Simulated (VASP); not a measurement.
# CdS (k07) (P6_3mc) in VASP: relaxation of cell and atoms with PBEsol

Aim: the relaxation of cell and atoms of CdS (k07) with PBEsol.

Program: VASP 6.6.1. These are calculated values, not measurements. Logs are shortened: lines on timing, memory, paths and dates and some standing lists are left out, and cuts for length are marked.

**1. The cell of the first run**

Symmetry: P6_3mc, No. 186, hexagonal system. The conventional cell has a = 4.137 Å, b = 4.137 Å, c = 6.716 Å, α = 90.00°, β = 90.00°, γ = 120.00°. Cd (site symmetry 3m) has 4 S at 2.53 Å within 3.3 Å. Within 3.3 Å of S (site symmetry 3m) lie 4 Cd at 2.53 Å.

**2. Relaxation of cell and atoms, PBEsol**

Contents of INCAR:

```
SYSTEM = CdS
PREC = Accurate
ENCUT = 600
EDIFF = 1E-6
ISMEAR = 0
SIGMA = 0.02
LREAL = .False.
LASPH = .True.
NELM = 100
ALGO = Normal
ISIF = 3
LWAVE = .False.
LCHARG = .False.
GGA = PS
IBRION = 2
NSW = 100
EDIFFG = -0.002
```

Contents of KPOINTS:

```
Automatic mesh
0
Gamma
  12 12 6
  0 0 0
```

Contents of POSCAR:

```
CdS
1.0
    4.1370000000      0.0000000000      0.0000000000
   -2.0685000000      3.5827470955      0.0000000000
    0.0000000000      0.0000000000      6.7160000000
Cd S
2 2
Direct
    0.3333333333      0.6666666667      0.0000000000
    0.6666666667      0.3333333333      0.5000000000
    0.3333333333      0.6666666667      0.3770000000
    0.6666666667      0.3333333333      0.8770000000
```

Potentials or basis: VASP PAW PBE potentials, release 64 (Cd, S).

Started as:

```console
> cat potpaw_PBE.64/Cd/POTCAR potpaw_PBE.64/S/POTCAR > POTCAR
> mpirun -np 1 vasp_std > vasp.out
```

OUTCAR:

```text
SYSTEM = CdS
   PREC = Accurate
   ENCUT = 600
   EDIFF = 1E-6
   ISMEAR = 0
   LREAL = .False.
   LASPH = .True.
   NELM = 100
   ISIF = 3
   GGA = PS
   IBRION = 2
   NSW = 100
   EDIFFG = -0.002

 ion  position               nearest neighbor table
   1  0.333  0.667  0.000-   4 2.53   4 2.53   4 2.53   3 2.53
   2  0.667  0.333  0.500-   3 2.53   3 2.53   3 2.53   4 2.53
   3  0.333  0.667  0.377-   2 2.53   2 2.53   2 2.53   1 2.53
   4  0.667  0.333  0.877-   1 2.53   1 2.53   1 2.53   2 2.53

  LATTYP: Found a hexagonal cell.
 ALAT       =     4.1370000000
 C/A-ratio  =     1.6233985980

  Lattice vectors:

 A1 = (   4.1370000000,   0.0000000000,   0.0000000000)
 A2 = (  -2.0685000000,   3.5827470955,   0.0000000000)
 A3 = (   0.0000000000,   0.0000000000,   6.7160000000)

Analysis of symmetry for initial positions (statically):
=====================================================================
 Subroutine PRICEL returns:
 Original cell was already a primitive cell.

 Routine SETGRP: Setting up the symmetry group for a
 hexagonal supercell.

 Subroutine GETGRP returns: Found 12 space group operations
 (whereof  6 operations were pure point group operations)
 out of a pool of 24 trial point group operations.

The static configuration has the point symmetry C_3v.
 The point group associated with its full space group is C_6v.

Analysis of symmetry for dynamics (positions and initial velocities):
=====================================================================
 Subroutine PRICEL returns:
 Original cell was already a primitive cell.

 Routine SETGRP: Setting up the symmetry group for a
 hexagonal supercell.

 Subroutine GETGRP returns: Found 12 space group operations
 (whereof  6 operations were pure point group operations)
 out of a pool of 24 trial point group operations.

The dynamic configuration has the point symmetry C_3v.
 The point group associated with its full space group is C_6v.

 Subroutine INISYM returns: Found 12 space group operations
 (whereof  6 operations are pure point group operations),
 and found     1 'primitive' translations

----------------------------------------------------------------------------------------

                                     Primitive cell

  volume of cell :      99.5434

  direct lattice vectors                    reciprocal lattice vectors
     4.137000000  0.000000000  0.000000000     0.241721054  0.139557716  0.000000000
    -2.068500000  3.582747095  0.000000000     0.000000000  0.279115431  0.000000000
     0.000000000  0.000000000  6.716000000     0.000000000  0.000000000  0.148898154

  length of vectors
     4.137000000  4.137000000  6.716000000     0.279115431  0.279115431  0.148898154

  position of ions in fractional coordinates (direct lattice)
     0.333333333  0.666666667  0.000000000
     0.666666667  0.333333333  0.500000000
     0.333333333  0.666666667  0.377000000
     0.666666667  0.333333333  0.877000000

  ion indices of the primitive-cell ions
   primitive index   ion index
                 1           1
                 2           2
                 3           3
                 4           4

----------------------------------------------------------------------------------------

 KPOINTS: Automatic mesh

Automatic generation of k-mesh.
 Grid dimensions read from file:
 generate k-points for:   12   12    6

 Generating k-lattice:

  Cartesian coordinates                     Fractional coordinates (reciprocal lattice)
     0.020143421  0.011629810  0.000000000     0.083333333  0.000000000  0.000000000
     0.000000000  0.023259619  0.000000000     0.000000000  0.083333333  0.000000000
     0.000000000  0.000000000  0.024816359     0.000000000  0.000000000  0.166666667

  Length of vectors
     0.023259619  0.023259619  0.024816359

  Shift w.r.t. Gamma in fractional coordinates (k-lattice)
     0.000000000  0.000000000  0.000000000

 Subroutine IBZKPT returns following result:
 ===========================================

 Found     76 irreducible k-points:

 Following reciprocal coordinates:
            Coordinates               Weight
  0.000000  0.000000  0.000000      1.000000
  0.083333  0.000000  0.000000      6.000000
  0.166667  0.000000  0.000000      6.000000
  0.250000  0.000000  0.000000      6.000000
  0.333333  0.000000  0.000000      6.000000
  0.416667  0.000000  0.000000      6.000000
[... 16 lines left out ...]
  0.250000  0.000000  0.166667     12.000000
  0.333333  0.000000  0.166667     12.000000
 [... further k-points ...]
   k-points           NKPTS =     76   k-points in BZ     NKDIM =     76   number of bands    NBANDS=     22
   number of dos      NEDOS =    301   number of ions     NIONS =      4
   total plane-waves  NPLWV =  69984
   dimension x,y,z NGX =    36 NGY =   36 NGZ =   54
   dimension x,y,z NGXF=    72 NGYF=   72 NGZF=  108
   ions per type =               2   2
   NGX,Y,Z   is equivalent  to a cutoff of  14.47, 14.47, 13.37 a.u.
   NGXF,Y,Z  is equivalent  to a cutoff of  28.93, 28.93, 26.73 a.u.
 SYSTEM =  CdS
   PREC   = accura    normal or accurate (medium, high low for compatibility)
   ISTART =      0    job   : 0-new  1-cont  2-samecut
   ICHARG =      2    charge: 1-file 2-atom 10-const
   ISPIN  =      1    spin polarized calculation?
   LNONCOLLINEAR =      F non collinear calculations
   LSORBIT =      F    spin-orbit coupling
   LASPH  =      T    aspherical Exc in radial PAW
   ENCUT  =  600.0 eV  44.10 Ry    6.64 a.u.   8.26  8.26 13.41*2*pi/ulx,y,z
   NELM   =    100;   NELMIN=  2; NELMDL= -5     # of ELM steps
   EDIFF  = 0.1E-05   stopping-criterion for ELM
   LREAL  =      F    real-space projection
   EDIFFG = -.2E-02   stopping-criterion for IOM
   NSW    =    100    number of steps for IOM
   IBRION =      2    ionic relax: 0-MD 1-quasi-New 2-CG
   NFREE  =      1    steps in history (QN), initial steepest desc. (CG)
   ISIF   =      3    stress and relaxation
   ISYM   =      2    0-nonsym 1-usesym 2-fastsym
   POTIM  = 0.5000    time-step for ionic-motion
   TEBEG  =    0.0;   TEEND  =   0.0 temperature during run
   PSTRESS=    0.0 pullay stress
   NELECT =      36.0000    total number of electrons
   NUPDOWN=      -1.0000    fix difference up-down
   EMIN   =  10.00;   EMAX   =-10.00  energy-range for DOS
   EFERMI =   0.00;   METHOD = LEGACY
   ISMEAR =     0;   SIGMA  =   0.02  broadening in eV -4-tet -1-fermi 0-gaus
   EFERMI_NEDOS =   21; number of points for ismear=-14 and -15
   IALGO  =     38    algorithm
   IMIX   =      4    mixing-type and parameters
     AMIX     =   0.40;   BMIX     =  1.00
     AMIX_MAG =   1.60;   BMIX_MAG =  1.00
  volume/ion in A,a.u.               =      24.89       167.94
  Fermi-wavevector in a.u.,A,eV,Ry     =   1.166375  2.204129 18.509783  1.360431
  Thomas-Fermi vector in A             =   2.302889
   LORBIT       =      0    0 simple, 1 ext, 2 COOP (PROOUT), +10 PAW based schemes
   GGA     = PS    functional components
   LHFCALC =     F    Hartree Fock is set to
   AEXX    =    0.0000 exact exchange contribution
   IVDW    =     0    specifies the selected vdW correction
   LEPSILON=     F    determine dielectric tensor
   LRPA    =     F    only Hartree local field effects (RPA)
 conjugate gradient relaxation of ions
 non-spin polarized calculation
 Gauss-broadening in eV      SIGMA  =   0.02
  energy-cutoff  :      600.00
  volume of cell :       99.54
 maximum number of plane-waves:      3357
 NGX is ok and might be reduce to    36
   NGX = 17   NGY = 17   NGZ = 27

--------------------------------------- Ionic step        1  -------------------------------------------

 number of electron      36.0000006 magnetization

 Free energy of the ion-electron system (eV)
  ---------------------------------------------------
  ext. energy  EPLUGINS =         0.00000000
  ---------------------------------------------------
  free energy    TOTEN  =       -13.63421880 eV

  energy without entropy =      -13.63421880  energy(sigma->0) =      -13.63421880

------------------------ aborting loop because EDIFF is reached ----------------------------------------

  FORCE on cell =-STRESS in cart. coord.  units (eV):
  Direction    XX          YY          ZZ          XY          YZ          ZX
  --------------------------------------------------------------------------------------
  -------------------------------------------------------------------------------------
  Total       -0.0728065     -0.0728065      0.0105437      0.0000000     -0.0000000      0.0000000
  in kB       -1.1718402     -1.1718402      0.1697032      0.0000000     -0.0000000      0.0000000
  external PRESSURE =      -0.7246590 kB  Pullay stress =       0.0000000 kB
[... 95 lines left out ...]
  FREE ENERGIE OF THE ION-ELECTRON SYSTEM (eV)
  ---------------------------------------------------
  free  energy   TOTEN  =       -13.6342828137 eV

  energy  without entropy=      -13.6342828137  energy(sigma->0) =      -13.63428281

[... ionic steps 4 to 10 ...]

--------------------------------------- Ionic step       11  -------------------------------------------

 number of electron      36.0000005 magnetization

------------------------ aborting loop because EDIFF is reached ----------------------------------------

  FORCE on cell =-STRESS in cart. coord.  units (eV):
  Direction    XX          YY          ZZ          XY          YZ          ZX
  --------------------------------------------------------------------------------------
  -------------------------------------------------------------------------------------
  Total        0.0128896      0.0128896      0.0089179      0.0000000      0.0000000      0.0000000
  in kB        0.2077851      0.2077851      0.1437596      0.0000000      0.0000000      0.0000000
  external PRESSURE =       0.1864433 kB  Pullay stress =       0.0000000 kB
[... 61 lines left out ...]
  energy  without entropy=      -13.6343133082  energy(sigma->0) =      -13.63431331

--------------------------------------- Ionic step       13  -------------------------------------------

 number of electron      36.0000005 magnetization

 Free energy of the ion-electron system (eV)
  ---------------------------------------------------
  ext. energy  EPLUGINS =         0.00000000
  ---------------------------------------------------
  free energy    TOTEN  =       -13.63431218 eV

  energy without entropy =      -13.63431218  energy(sigma->0) =      -13.63431218

 E-fermi :   1.3014     XC(G=0):  -9.3609

 val. band max:        1.1927349150   @ k =   0.0000   0.0000   0.0000
 cond. band min:       2.2755550653   @ k =   0.0000   0.0000   0.0000
 fundamental gap:      1.0828201503
 Fermi energy:         1.3013701636

 k-point     1 :       0.0000    0.0000    0.0000
  band No.  band energies     occupation
      1     -11.1832      2.00000
      2     -10.7399      2.00000
      3      -6.5100      2.00000
      4      -6.5022      2.00000
      5      -6.5022      2.00000
      6      -6.4171      2.00000
[... 574 lines left out ...]
      6      -6.2609      2.00000
[... 14 lines left out ...]
     21       6.5718      0.00000
     22       7.0084      0.00000

 [... further k-points ...]

------------------------ aborting loop because EDIFF is reached ----------------------------------------

  FORCE on cell =-STRESS in cart. coord.  units (eV):
  Direction    XX          YY          ZZ          XY          YZ          ZX
  --------------------------------------------------------------------------------------
  -------------------------------------------------------------------------------------
  Total        0.0024443      0.0024443      0.0031242      0.0000000     -0.0000000      0.0000000
  in kB        0.0393855      0.0393855      0.0503416      0.0000000     -0.0000000      0.0000000
  external PRESSURE =       0.0430376 kB  Pullay stress =       0.0000000 kB
[... 19 lines left out ...]
  FREE ENERGIE OF THE ION-ELECTRON SYSTEM (eV)
  ---------------------------------------------------
  free  energy   TOTEN  =       -13.6343121831 eV

  energy  without entropy=      -13.6343121831  energy(sigma->0) =      -13.63431218

 reached required accuracy - stopping structural energy minimisation
```

It took 21 min on 1 thread of Oxide Virtual Turin-like, shared host; peak memory 0.34 GiB.

Results:

```
Free energy                            : -13.6343 eV
Relaxed volume                         : 24.86 Å³/atom
Relaxed cell                           : a = 4.132 Å, b = 4.132 Å, c = 6.726 Å, α = 90.00°, β = 90.00°, γ = 120.00°
Space group after relaxing (to 0.05 Å) : P6_3mc (No. 186)
Energy gained by relaxing              : 0.0 meV/atom
Ionic steps                            : 13
Pressure after relaxing                : 0.0 GPa
Band gap on the k mesh                 : 1.08 eV, direct
```

Final structure:
```xyz
4
Lattice="4.1317 0.0000 0.0000 -2.0658 3.5781 0.0000 0.0000 0.0000 6.7258" Properties=species:S:1:pos:R:3 pbc="T T T"
Cd    0.0000    2.3854    0.0021
Cd    2.0658    1.1927    3.3650
S     0.0000    2.3854    2.5335
S     2.0658    1.1927    5.8964
```

Levels at points of the mesh, in eV from the valence-band top:
```tsv
k point	band 15	band 16	band 17	band 18	band 19	band 20	band 21	band 22
(0.00, 0.00, 0.00)	-0.77	-0.05	0.00	0.00	1.08	2.68	6.38	6.38
(0.50, 0.00, 0.00)	-2.71	-1.91	-1.33	-0.77	3.63	3.76	4.97	6.31
(0.00, 0.00, 0.50)	-0.40	-0.40	-0.40	-0.40	2.75	2.75	6.06	6.06
(0.50, 0.00, 0.50)	-1.37	-1.37	-1.36	-1.36	3.35	3.35	5.27	5.27
```

Caveat: the PAW data sets were made with another functional, which shifts forces and pressure a little. A hybrid or GW would open this gap; PBEsol tends to underestimate it.
